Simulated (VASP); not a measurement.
# H14CO7 in VASP: notebook

Runs on H14CO7. Level: LDA. Tasks: single point, molecular dynamics.

Program: VASP 6.6.1. These are calculated values, not measurements. Logs are shortened: lines on timing, memory, paths and dates and some standing lists are left out, and cuts for length are marked.

## Step 1: The cell of the first run

The cell holds an amorphous packing of atoms, 22 atoms: a = 6.424 Å, b = 6.424 Å, c = 6.424 Å, α = 90.00°, β = 90.00°, γ = 90.00°.

## Step 2: Single point, LDA

INCAR reads:

```
PREC = Accurate
ENCUT = 520
EDIFF = 1E-6
ISMEAR = -1
SIGMA = 0.02
LREAL = Auto
LASPH = T
NELM = 60
ALGO = Normal
ISIF = 2
LWAVE = F
LCHARG = T
LELF = T
LVHAR = T
NBANDS = 47
```

KPOINTS reads:

```
Automatic mesh
0
Gamma
  1 1 1
```

POSCAR reads:

```
H14CO7
1.0
    6.4239660000      0.0000000000      0.0000000000
    0.0000000000      6.4239660000      0.0000000000
    0.0000000000      0.0000000000      6.4239660000
O H C
7 14 1
Direct
    0.4451144355      0.5614755744      0.6449131269
    0.7903373088      0.4115993142      0.8006891693
    0.1295772736      0.2898676612      0.6264043116
    0.4094199751      0.4926551604      0.1132166640
    0.6735714355      0.7386247063      0.2617541874
    0.6486802701      0.1115821597      0.1188362454
    0.0813204802      0.7105112325      1.1079604095
    0.4926395937      0.6474349335      0.5258900810
    0.5861021058      0.5105880075      0.7004084393
    0.7377218373      0.3107114826      0.9045035419
    0.9122713290      0.3521344914      0.7261557736
    0.2627504566      0.3861944475      0.6403987817
    0.1461558171      0.2149450978      0.4974497063
    0.3773525576      0.3432614681      0.1454241819
    0.2804342364      0.5762328132      0.1460157168
    0.8166606112      0.7019495433      0.2113180549
    0.5747539760      0.6125343752      0.1987712886
    0.7097328971      0.1914393694      0.2294065691
    0.6337206642     -0.0389790357      0.1844187843
   -0.1209066175      0.7608228313      0.8746932969
    0.1679492077      0.7132042729      0.7998485671
    0.0471048570      0.7228711983      0.9232147244
```

Potentials or basis: VASP PAW LDA potentials, release 64 (O, H, C).

Started as:

```console
$ cat potpaw_LDA.64/O/POTCAR potpaw_LDA.64/H/POTCAR potpaw_LDA.64/C/POTCAR > POTCAR
$ mpirun -np 1 vasp_gam > vasp.out
```

OUTCAR:

```text
PREC = Accurate
   ENCUT = 520
   EDIFF = 1E-6
   ISMEAR = -1
   LREAL = Auto
   LASPH = T
   NELM = 60
   ISIF = 2

 ion  position               nearest neighbor table
   1  0.445  0.561  0.645-   8 0.99   9 1.03
   2  0.790  0.412  0.801-  10 0.99  11 0.99
   3  0.130  0.290  0.626-  13 0.96  12 1.06
   4  0.409  0.493  0.113-  14 1.00  15 1.01  17 1.42
   5  0.674  0.739  0.262-  16 1.00  17 1.11
   6  0.649  0.112  0.119-  18 0.96  19 1.06
   7  0.081  0.711  0.108-  22 1.21
   8  0.493  0.647  0.526-   1 0.99
   9  0.586  0.511  0.700-   1 1.03
  10  0.738  0.311  0.905-   2 0.99
  11  0.912  0.352  0.726-   2 0.99
  12  0.263  0.386  0.640-   3 1.06
  13  0.146  0.215  0.497-   3 0.96
  14  0.377  0.343  0.145-   4 1.00
  15  0.280  0.576  0.146-   4 1.01
  16  0.817  0.702  0.211-   5 1.00
  17  0.575  0.613  0.199-   5 1.11   4 1.42
  18  0.710  0.191  0.229-   6 0.96
  19  0.634  0.961  0.184-   6 1.06
  20  0.879  0.761  0.875-  22 1.15
  21  0.168  0.713  0.800-  22 1.11
  22  0.047  0.723  0.923-  21 1.11  20 1.15   7 1.21

  LATTYP: Found a simple cubic cell.
 ALAT       =     6.4239660000

  Lattice vectors:

 A1 = (   6.4239660000,   0.0000000000,   0.0000000000)
 A2 = (   0.0000000000,   6.4239660000,   0.0000000000)
 A3 = (   0.0000000000,   0.0000000000,   6.4239660000)

Analysis of symmetry for initial positions (statically):
=====================================================================
 Subroutine PRICEL returns:
 Original cell was already a primitive cell.

 Routine SETGRP: Setting up the symmetry group for a
 simple cubic supercell.

 Subroutine GETGRP returns: Found  1 space group operations
 (whereof  1 operations were pure point group operations)
 out of a pool of 48 trial point group operations.

The static configuration has the point symmetry C_1 .

Analysis of symmetry for dynamics (positions and initial velocities):
=====================================================================
 Subroutine PRICEL returns:
 Original cell was already a primitive cell.

 Routine SETGRP: Setting up the symmetry group for a
 simple cubic supercell.

 Subroutine GETGRP returns: Found  1 space group operations
 (whereof  1 operations were pure point group operations)
 out of a pool of 48 trial point group operations.

The dynamic configuration has the point symmetry C_1 .

 Subroutine INISYM returns: Found  1 space group operations
 (whereof  1 operations are pure point group operations),
 and found     1 'primitive' translations

----------------------------------------------------------------------------------------

                                     Primitive cell

  volume of cell :     265.1000

  direct lattice vectors                    reciprocal lattice vectors
     6.423966000  0.000000000  0.000000000     0.155667075  0.000000000  0.000000000
     0.000000000  6.423966000  0.000000000     0.000000000  0.155667075  0.000000000
     0.000000000  0.000000000  6.423966000     0.000000000  0.000000000  0.155667075

  length of vectors
     6.423966000  6.423966000  6.423966000     0.155667075  0.155667075  0.155667075

  position of ions in fractional coordinates (direct lattice)
     0.445114436  0.561475574  0.644913127
     0.790337309  0.411599314  0.800689169
     0.129577274  0.289867661  0.626404312
     0.409419975  0.492655160  0.113216664
     0.673571436  0.738624706  0.261754187
     0.648680270  0.111582160  0.118836245
[... 14 lines left out ...]
     0.167949208  0.713204273  0.799848567
     0.047104857  0.722871198  0.923214724

  ion indices of the primitive-cell ions
   primitive index   ion index
                 1           1
                 2           2
                 3           3
                 4           4
                 5           5
                 6           6
[... 14 lines left out ...]
                21          21
                22          22

----------------------------------------------------------------------------------------

 KPOINTS: Automatic mesh

Automatic generation of k-mesh.
 Grid dimensions read from file:
 generate k-points for:    1    1    1

 Generating k-lattice:

  Cartesian coordinates                     Fractional coordinates (reciprocal lattice)
     0.155667075  0.000000000  0.000000000     1.000000000  0.000000000  0.000000000
     0.000000000  0.155667075  0.000000000     0.000000000  1.000000000  0.000000000
     0.000000000  0.000000000  0.155667075     0.000000000  0.000000000  1.000000000

  Length of vectors
     0.155667075  0.155667075  0.155667075

  Shift w.r.t. Gamma in fractional coordinates (k-lattice)
     0.000000000  0.000000000  0.000000000

 Subroutine IBZKPT returns following result:
 ===========================================

 Found      1 irreducible k-points:

 Following reciprocal coordinates:
            Coordinates               Weight
  0.000000  0.000000  0.000000      1.000000
   k-points           NKPTS =      1   k-points in BZ     NKDIM =      1   number of bands    NBANDS=     47
   number of dos      NEDOS =    301   number of ions     NIONS =     22
   total plane-waves  NPLWV = 110592
   dimension x,y,z NGX =    48 NGY =   48 NGZ =   48
   dimension x,y,z NGXF=    96 NGYF=   96 NGZF=   96
   ions per type =               7  14   1
   NGX,Y,Z   is equivalent  to a cutoff of  12.42, 12.42, 12.42 a.u.
   NGXF,Y,Z  is equivalent  to a cutoff of  24.84, 24.84, 24.84 a.u.
 SYSTEM =  unknown system
   PREC   = accura    normal or accurate (medium, high low for compatibility)
   ISTART =      0    job   : 0-new  1-cont  2-samecut
   ICHARG =      2    charge: 1-file 2-atom 10-const
   ISPIN  =      1    spin polarized calculation?
   LNONCOLLINEAR =      F non collinear calculations
   LSORBIT =      F    spin-orbit coupling
   LASPH  =      T    aspherical Exc in radial PAW
   ENCUT  =  520.0 eV  38.22 Ry    6.18 a.u.  11.94 11.94 11.94*2*pi/ulx,y,z
   NELM   =     60;   NELMIN=  2; NELMDL= -5     # of ELM steps
   EDIFF  = 0.1E-05   stopping-criterion for ELM
   LREAL  =      T    real-space projection
   EDIFFG = 0.1E-04   stopping-criterion for IOM
   NSW    =      0    number of steps for IOM
   IBRION =     -1    ionic relax: 0-MD 1-quasi-New 2-CG
   NFREE  =      0    steps in history (QN), initial steepest desc. (CG)
   ISIF   =      2    stress and relaxation
   ISYM   =      2    0-nonsym 1-usesym 2-fastsym
   POTIM  = 0.5000    time-step for ionic-motion
   TEBEG  =    0.0;   TEEND  =   0.0 temperature during run
   PSTRESS=    0.0 pullay stress
   NELECT =      60.0000    total number of electrons
   NUPDOWN=      -1.0000    fix difference up-down
   EMIN   =  10.00;   EMAX   =-10.00  energy-range for DOS
   EFERMI =   0.00;   METHOD = LEGACY
   ISMEAR =    -1;   SIGMA  =   0.02  broadening in eV -4-tet -1-fermi 0-gaus
   EFERMI_NEDOS =   21; number of points for ismear=-14 and -15
   IALGO  =     38    algorithm
   IMIX   =      4    mixing-type and parameters
     AMIX     =   0.40;   BMIX     =  1.00
     AMIX_MAG =   1.60;   BMIX_MAG =  1.00
  volume/ion in A,a.u.               =      12.05        81.32
  Fermi-wavevector in a.u.,A,eV,Ry     =   0.997674  1.885331 13.542607  0.995354
  Thomas-Fermi vector in A             =   2.129846
   LORBIT       =      0    0 simple, 1 ext, 2 COOP (PROOUT), +10 PAW based schemes
   GGA     = CA    functional components
   LHFCALC =     F    Hartree Fock is set to
   AEXX    =    0.0000 exact exchange contribution
   IVDW    =     0    specifies the selected vdW correction
   LEPSILON=     F    determine dielectric tensor
   LRPA    =     F    only Hartree local field effects (RPA)
 non-spin polarized calculation
  energy-cutoff  :      520.00
  volume of cell :      265.10
 maximum number of plane-waves:      3562
 NGX is ok and might be reduce to    48
   NGX = 23   NGY = 23   NGZ = 23

 number of electron      59.9999985 magnetization

 Free energy of the ion-electron system (eV)
  ---------------------------------------------------
  ext. energy  EPLUGINS =         0.00000000
  ---------------------------------------------------
  free energy    TOTEN  =      -116.55883182 eV

  energy without entropy =     -116.55883182  energy(sigma->0) =     -116.55883182

 E-fermi :  -3.3948     XC(G=0):  -6.6341

 val. band max:       -3.8952691909   @ k =   0.0000   0.0000   0.0000
 cond. band min:      -0.2951418067   @ k =   0.0000   0.0000   0.0000
 fundamental gap:      3.6001273842
 Fermi energy:        -3.3947767276

 k-point     1 :       0.0000    0.0000    0.0000
  band No.  band energies     occupation
      1     -24.8230      2.00000
      2     -22.5589      2.00000
      3     -22.3383      2.00000
      4     -21.7677      2.00000
      5     -21.6346      2.00000
      6     -21.5086      2.00000
[... 34 lines left out ...]
     41       6.0292      0.00000
     42       6.3960      0.00000
 [bands above 42 left out]

------------------------ aborting loop because EDIFF is reached ----------------------------------------

  FORCE on cell =-STRESS in cart. coord.  units (eV):
  Direction    XX          YY          ZZ          XY          YZ          ZX
  --------------------------------------------------------------------------------------
  -------------------------------------------------------------------------------------
  Total       -4.2950168     -4.0691173      0.9665151     -2.6318446      0.9674334      1.2534171
  in kB      -25.9576726    -24.5924100      5.8413003    -15.9060054      5.8468499      7.5752418
  external PRESSURE =     -14.9029275 kB  Pullay stress =       0.0000000 kB

 VOLUME and BASIS-vectors are now :
 -----------------------------------------------------------------------------
  energy-cutoff  :      520.00
  volume of cell :      265.10
      direct lattice vectors                 reciprocal lattice vectors
     6.423966000  0.000000000  0.000000000     0.155667075  0.000000000  0.000000000
     0.000000000  6.423966000  0.000000000     0.000000000  0.155667075  0.000000000
     0.000000000  0.000000000  6.423966000     0.000000000  0.000000000  0.155667075

 POSITION                                       TOTAL-FORCE (eV/Angst)
 -----------------------------------------------------------------------------------
      2.85940      3.60690      4.14290         0.502235      0.189153     -0.357986
      5.07710      2.64410      5.14360        -0.685736      0.441678      0.531250
      0.83240      1.86210      4.02400         1.109356      0.912404      0.527383
      2.63010      3.16480      0.72730        -0.309239     -1.255329      0.440596
      4.32700      4.74490      1.68150        -0.509550     -1.435568     -0.538386
      4.16710      0.71680      0.76340        -0.658238     -0.686234     -0.192270
[... 14 lines left out ...]
      1.07890      4.58160      5.13820         0.377213     -0.407168      0.093166
      0.30260      4.64370      5.93070        -2.183117      0.934564     -1.476126
 -----------------------------------------------------------------------------------
    total drift:                                0.001209     -0.010757      0.015594

  FREE ENERGIE OF THE ION-ELECTRON SYSTEM (eV)
  ---------------------------------------------------
  free  energy   TOTEN  =      -116.5588318166 eV

  energy  without entropy=     -116.5588318166  energy(sigma->0) =     -116.55883182
```

Run time: 33 s. Hardware: 1 thread of Intel Xeon Platinum 8375C at 2.90GHz (Ice Lake), shared host; peak memory 0.24 GiB.

What came out:

```
Free energy            : -116.5588 eV
Pressure               : -1.5 GPa
Largest force          : 2.796 eV/Å
Band gap on the k mesh : 3.60 eV
```

Forces on the atoms (eV/Å):
```
O    0.502  0.189 -0.358
O   -0.686  0.442  0.531
O    1.109  0.912  0.527
O   -0.309 -1.255  0.441
O   -0.510 -1.436 -0.538
O   -0.658 -0.686 -0.192
O    0.246 -0.415  1.287
H   -0.214 -0.205  0.000
H   -0.330 -0.234  0.239
H    0.014 -0.338  0.055
H    0.623 -0.288 -0.342
H   -0.826 -0.381 -0.282
H    0.023 -0.267 -0.352
H    0.760  0.775 -0.306
H    0.023  0.182 -0.288
H   -0.246  0.424  0.465
H    0.588  1.240  0.457
H    0.315  0.468  0.640
H    0.434  0.452 -0.631
H    0.947 -0.108  0.030
H    0.377 -0.407  0.093
C   -2.183  0.935 -1.476
```

Caveat: the k points lie up to 0.98 Å⁻¹ apart.

## Step 3: Single point, LDA

INCAR reads:

```
SYSTEM = H14CO7
PREC = Accurate
ENCUT = 520
EDIFF = 1E-6
ISMEAR = -1
SIGMA = 0.02
LREAL = Auto
LASPH = .True.
NELM = 100
ALGO = Normal
ISIF = 2
LWAVE = .False.
LCHARG = .False.
NBANDS = 47
```

KPOINTS reads:

```
regular mesh
0
Gamma
  1 1 1
  0 0 0
```

POSCAR reads:

```
H14CO7
1.0
    6.4239660000      0.0000000000      0.0000000000
    0.0000000000      6.4239660000      0.0000000000
    0.0000000000      0.0000000000      6.4239660000
O H C
7 14 1
Direct
    0.4345602078      0.5285675547      0.6280699493
    0.7904151423      0.4289250597      0.8314956835
    0.1155828035      0.3129842219      0.6366783386
    0.4313378994      0.4410048247      0.1455175821
    0.7287865471      0.7348419964      0.2686346721
    0.6546734525      0.1187895453      0.0971985219
    0.0741597947      0.6853709998      1.0878170899
    0.4583617037      0.5766998144      0.4910362228
    0.5760927128      0.5020730184      0.7038331149
    0.7560594187      0.3156305622      0.9325391822
    0.8884386997      0.3650237252      0.7265916414
    0.2570374750      0.3807149664      0.6190412589
    0.0762146001      0.2318505422      0.5218583037
    0.4250178161      0.3174985671      0.0682133125
    0.3153192280      0.5248938117      0.0974787226
    0.8837375540      0.7396832424      0.2193971761
    0.6548602530      0.6181695233      0.2071773107
    0.6446951930      0.2107420867      0.2244563561
    0.6543621184     -0.0303239463      0.1423575405
   -0.0662519073      0.8241170641      0.8608544939
    0.1272578342      0.6178114890      0.7716728264
    0.0426839121      0.7051251517      0.9002693974
```

Potentials or basis: VASP PAW LDA potentials, release 64 (O, H, C).

Started as:

```console
$ cat potpaw_LDA.64/O/POTCAR potpaw_LDA.64/H/POTCAR potpaw_LDA.64/C/POTCAR > POTCAR
$ mpirun -np 1 vasp_gam > vasp.out
```

Wall time 36 s (1 thread of Intel Xeon Platinum 8375C at 2.90GHz (Ice Lake), shared host); peak memory 0.24 GiB.

Results (log left out):

```
Free energy            : -116.3498 eV
Pressure               : 0.6 GPa
Largest force          : 2.547 eV/Å
Band gap on the k mesh : 3.96 eV
```

Forces on the atoms (eV/Å):
```
O    0.599 -0.573  2.052
O   -0.723  0.189 -0.338
O   -0.501  0.249  1.388
O    0.548  1.750  1.441
O    0.913  1.387  0.235
O   -0.090  1.182  0.681
O    1.333 -0.562  0.026
H    0.610  0.603 -1.572
H   -0.629 -0.017 -0.412
H   -0.047 -0.122 -0.031
H    0.540  0.359  0.453
H    0.456  0.271 -0.069
H   -0.065 -1.096 -1.707
H    0.207 -2.217 -1.236
H   -0.954  0.806  0.134
H   -1.327 -0.541  0.172
H   -0.263 -0.686 -0.596
H    0.034 -1.115 -0.950
H    0.320 -0.307  0.479
H   -1.154  0.934 -0.847
H   -0.099  0.396  0.791
C    0.291 -0.888 -0.089
```

Stress tensor (GPa, compression positive):
```
-0.48 -0.86 -0.04
-0.86  1.15  0.34
-0.04  0.34  1.04
```

Levels at points of the mesh, in eV from the valence-band top:
```csv
k point,band 27,band 28,band 29,band 30,band 31,band 32,band 33,band 34
"(0.00, 0.00, 0.00)",-0.72,-0.59,-0.39,0.00,3.96,4.53,7.41,7.66
```

Caveat: the k points lie up to 0.98 Å⁻¹ apart.

[end of part 1 of 2]
